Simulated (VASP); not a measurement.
# ZnO (P6_3mc) in VASP: a series of runs, part 2 of 2

VASP 6.6.1. Earlier steps stand in the parts before.

## Step 3: Single point, LDA

This run uses another cell than the first one, of 11.33 Å³/atom.

INCAR

```
PREC = Accurate
ENCUT = 520
EDIFF = 1E-6
ISMEAR = 0
SIGMA = 0.02
LREAL = F
LASPH = T
NELM = 60
ALGO = Normal
ISIF = 2
LWAVE = F
LCHARG = F
GGA = CA
NBANDS = 26
```

KPOINTS

```
regular mesh
0
Gamma
  12 12 6
```

POSCAR

```
ZnO
1.0
    3.1872337862      0.0000000000      0.0000000000
   -1.5936168931      2.7602254266      0.0000000000
    0.0000000000      0.0000000000      5.1520568304
Zn O
2 2
Direct
    0.3333333333      0.6666666667      0.0018162163
    0.6666666667      0.3333333333      0.5018162163
    0.3333333333      0.6666666667      0.3802837837
    0.6666666667      0.3333333333      0.8802837837
```

Potentials or basis: VASP PAW LDA potentials, release 64 (Zn, O).

Launch:

```console
cat potpaw_LDA.64/Zn/POTCAR potpaw_LDA.64/O/POTCAR > POTCAR
mpirun -np 1 vasp_std > vasp.out
```

Run time: 25 s. Hardware: 1 thread of Intel Xeon 6975P-C (Granite Rapids), shared host; peak memory 0.19 GiB.

Results (log left out):

| Quantity | Value |
| --- | --- |
| Free energy | -21.1568 eV |
| Pressure | 1.1 GPa |
| Band gap on the k mesh | 0.81 eV |

Levels at points of the mesh, in eV from the valence-band top:
```csv
k point,band 14,band 15,band 16,band 17,band 18,band 19,band 20,band 21,band 22,band 23
"(0.00, 0.00, 0.00)",-0.86,-0.86,-0.11,0.00,0.00,0.81,5.29,8.20,12.96,12.96
"(0.50, 0.00, 0.00)",-3.77,-3.03,-2.45,-1.41,-0.91,5.89,6.77,7.45,8.71,10.66
"(0.00, 0.00, 0.50)",-2.32,-0.43,-0.43,-0.43,-0.43,3.49,3.49,10.06,10.06,13.27
"(0.50, 0.00, 0.50)",-3.93,-1.63,-1.63,-1.50,-1.50,5.64,5.64,8.58,8.58,11.30
```

Expect the measured gap to be larger: semilocal functionals such as LDA lack the derivative discontinuity.

## Step 4: Relaxation of cell and atoms, LDA, target pressure 7 GPa, at which the enthalpy is minimised

This run uses another cell than the first one, of 11.33 Å³/atom.

INCAR

```
SYSTEM = ZnO
PREC = Accurate ; ENCUT = 600
EDIFF = 1E-7 ; ISMEAR = 0
SIGMA = 0.01 ; LREAL = .False.
LASPH = .True. ; NELM = 100
ALGO = Normal ; ISIF = 3
LWAVE = .False. ; LCHARG = .False.
GGA = CA ; IBRION = 2
NSW = 80 ; EDIFFG = -0.001
PSTRESS = 70.0
```

KPOINTS

```
Automatic mesh
0
Gamma
  12 12 6
  0 0 0
```

POSCAR

```
ZnO
1.0
    3.1869167187      0.0000000000      0.0000000000
   -1.5934583594      2.7599508382      0.0000000000
    0.0000000000      0.0000000000      5.1526262537
Zn O
2 2
Direct
    0.3333333333      0.6666666667      0.0018428872
    0.6666666667      0.3333333333      0.5018428872
    0.3333333333      0.6666666667      0.3802571128
    0.6666666667      0.3333333333      0.8802571128
```

Launch:

```console
cat potpaw_LDA.64/Zn/POTCAR potpaw_LDA.64/O/POTCAR > POTCAR
mpirun -np 1 vasp_std > vasp.out
```

It took 3.8 min on 1 thread of Intel Xeon 6975P-C (Granite Rapids), shared host; peak memory 0.22 GiB.

Results (log left out):

```yaml
Free_energy: -21.1255 eV
Relaxed_volume: 10.96 Å³/atom
Relaxed_cell: a = 3.152 Å, b = 3.152 Å, c = 5.098 Å, α = 90.00°, β = 90.00°, γ = 120.00°
Space_group_after_relaxing_to_0.1_Å: P6_3mc (No. 186)
Energy_change_on_relaxing_the_run_minimises_the_enthalpy: +9.1 meV/atom
Ionic_steps: 13
Pressure_after_relaxing: 7.0 GPa
Band_gap_on_the_k_mesh: 0.86 eV
```

Step by step:
```
step  energy change (eV)  largest force (eV/Å)  pressure (GPa)  volume (Å³)
   1              0.0000                0.0017            1.10        45.32
   2              0.1103                0.0069           12.72        42.64
   3              0.0362                0.0045            6.96        43.85
   4              0.0375                0.0046            7.09        43.82
   5              0.0359                0.0007            6.94        43.86
   6              0.0363                0.0018            6.97        43.85
   7              0.0365                0.0022            7.00        43.85
   8              0.0364                0.0019            6.98        43.85
   9              0.0365                0.0025            7.01        43.85
  10              0.0364                0.0019            7.00        43.85
  11              0.0363                0.0011            6.98        43.85
  12              0.0361                0.0009            6.95        43.86
  13              0.0362                0.0000            6.99        43.85
```

Final structure:
```
Zn O
1.0
     3.15153    0.00000    0.00000
    -1.57577    2.72931    0.00000
     0.00000    0.00000    5.09824
Zn O
2 2
Direct
  0.33333 0.66667 0.00198
  0.66667 0.33333 0.50198
  0.33333 0.66667 0.38012
  0.66667 0.33333 0.88012
```

Levels at points of the mesh, in eV from the valence-band top:
```csv
k point,band 14,band 15,band 16,band 17,band 18,band 19,band 20,band 21,band 22
"(0.00, 0.00, 0.00)",-0.90,-0.90,-0.12,0.00,0.00,0.86,5.42,8.31,13.14
"(0.50, 0.00, 0.00)",-3.88,-3.13,-2.57,-1.46,-0.95,6.04,6.81,7.48,8.94
"(0.00, 0.00, 0.50)",-2.35,-0.45,-0.45,-0.45,-0.45,3.57,3.57,10.18,10.18
"(0.50, 0.00, 0.50)",-4.01,-1.70,-1.70,-1.57,-1.57,5.69,5.69,8.77,8.77
```

Caveat: the cell is relaxed towards a set pressure, so the run minimises the enthalpy, not the energy.

## Step 5: Relaxation of cell and atoms, LDA

This run uses another cell than the first one, of 11.90 Å³/atom.

INCAR

```
SYSTEM = ZnO
PREC = Accurate
ENCUT = 600
EDIFF = 1E-7
ISMEAR = 0
SIGMA = 0.02
LREAL = .False.
LASPH = .True.
NELM = 100
ALGO = Normal
ISIF = 3
LWAVE = .False.
LCHARG = .False.
GGA = CA
IBRION = 2
NSW = 100
EDIFFG = -0.005
```

KPOINTS

```
regular mesh
0
Gamma
  12 12 6
  0 0 0
```

POSCAR

```
ZnO
1.0
    3.2493987239      0.0000000000      0.0000000000
   -1.6246993619      2.8140618419      0.0000000000
    0.0000000000      0.0000000000      5.2038000000
Zn O
2 2
Direct
    0.3333333333      0.6666666667      0.0000000000
    0.6666666667      0.3333333333      0.5000000000
    0.3333333333      0.6666666667      0.3821000000
    0.6666666667      0.3333333333      0.8821000000
```

Launch:

```console
cat potpaw_LDA.64/Zn/POTCAR potpaw_LDA.64/O/POTCAR > POTCAR
mpirun -np 1 vasp_std > vasp.out
```

It took 3.9 min on 1 thread of Intel Xeon 6975P-C (Granite Rapids), shared host; peak memory 0.22 GiB.

Results (log left out):

```
Free energy                           : -21.1678 eV
Relaxed volume                        : 11.40 Å³/atom
Relaxed cell                          : a = 3.194 Å, b = 3.194 Å, c = 5.163 Å, α = 90.00°, β = 90.00°, γ = 120.00°
Space group after relaxing (to 0.1 Å) : P6_3mc (No. 186)
Energy gained by relaxing             : 10.2 meV/atom
Ionic steps                           : 11
Pressure after relaxing               : 0.0 GPa
Band gap on the k mesh                : 0.80 eV
```

Forces in eV/Å, atoms in the order of the input:
```
Zn   0.000  0.000  0.003
Zn   0.000  0.000  0.003
O    0.000  0.000 -0.003
O    0.000  0.000 -0.003
```

The path:
```
step  energy change (eV)  largest force (eV/Å)  pressure (GPa)  volume (Å³)
   1              0.0000                0.0407           -6.23        47.58
   2             -0.0249                0.0391            4.32        44.47
   3             -0.0400                0.0392           -0.03        45.61
   4             -0.0400                0.0391            0.15        45.57
   5             -0.0403                0.0246            0.14        45.57
   6             -0.0407                0.0208            0.14        45.58
   7             -0.0409                0.0048           -0.04        45.62
   8             -0.0409                0.0001           -0.08        45.63
   9             -0.0409                0.0008           -0.07        45.64
  10             -0.0409                0.0011           -0.07        45.64
  11             -0.0409                0.0027           -0.01        45.62
```

Final structure:
```cif
data_structure
_symmetry_space_group_name_H-M 'P 1'
_symmetry_Int_Tables_number 1
_cell_length_a 3.1939
_cell_length_b 3.1939
_cell_length_c 5.1634
_cell_angle_alpha 90.000
_cell_angle_beta 90.000
_cell_angle_gamma 120.000
_cell_volume 45.62
loop_
_atom_site_label
_atom_site_type_symbol
_atom_site_fract_x
_atom_site_fract_y
_atom_site_fract_z
_atom_site_occupancy
Zn1 Zn 0.33333 0.66667 0.00181 1
Zn2 Zn 0.66667 0.33333 0.50181 1
O1 O 0.33333 0.66667 0.38029 1
O2 O 0.66667 0.33333 0.88029 1
```

Levels at points of the mesh, in eV from the valence-band top:
| k point | band 15 | band 16 | band 17 | band 18 | band 19 | band 20 | band 21 | band 22 |
| --- | --- | --- | --- | --- | --- | --- | --- | --- |
| (0.00, 0.00, 0.00) | -0.85 | -0.10 | 0.00 | 0.00 | 0.80 | 5.27 | 8.18 | 12.94 |
| (0.50, 0.00, 0.00) | -3.01 | -2.43 | -1.39 | -0.90 | 5.87 | 6.77 | 7.44 | 8.67 |
| (0.00, 0.00, 0.50) | -0.42 | -0.42 | -0.42 | -0.42 | 3.48 | 3.48 | 10.03 | 10.03 |
| (0.50, 0.00, 0.50) | -1.61 | -1.61 | -1.49 | -1.49 | 5.63 | 5.63 | 8.55 | 8.55 |

LDA gaps usually lie below the measured ones, often by a third to a half. LDA usually gives volumes a few per cent too small.

## Step 6: The runs side by side

| task | cell | cutoff (eV) | smearing | gap on the mesh (eV) | pressure (GPa) |
| --- | --- | --- | --- | --- | --- |
| single point | a = 3.145, b = 3.145, c = 5.086 Å, angles 90.0, 90.0, 120.0°, 4 atoms, atomic positions A | 520 | gaussian 0.01 eV | 0.87 | 8.6 |
| single point | a = 3.187, b = 3.187, c = 5.152 Å, angles 90.0, 90.0, 120.0°, 4 atoms, atomic positions A | 520 | gaussian 0.02 eV | 0.81 | 1.1 |
| relaxation of cell and atoms | relaxed to 7 GPa from a = 3.187, b = 3.187, c = 5.153 Å, angles 90.0, 90.0, 120.0°, 4 atoms, atomic positions A | 600 | gaussian 0.01 eV | 0.86 | 7.0 |
| relaxation of cell and atoms | relaxed from a = 3.249, b = 3.249, c = 5.204 Å, angles 90.0, 90.0, 120.0°, 4 atoms, atomic positions B | 600 | gaussian 0.02 eV | 0.80 | 0.0 |

Alike in all rows: level LDA; potentials or basis VASP PAW LDA potentials, release 64 (Zn, O); no spin polarisation; k mesh 12 × 12 × 6.

Caveats: the cell stands under pressure (at least some runs); the cell is relaxed towards a set pressure, so the run minimises the enthalpy, not the energy (at least some runs).

Total energies depend on the potentials used, so only differences within one code and one set of settings carry meaning.
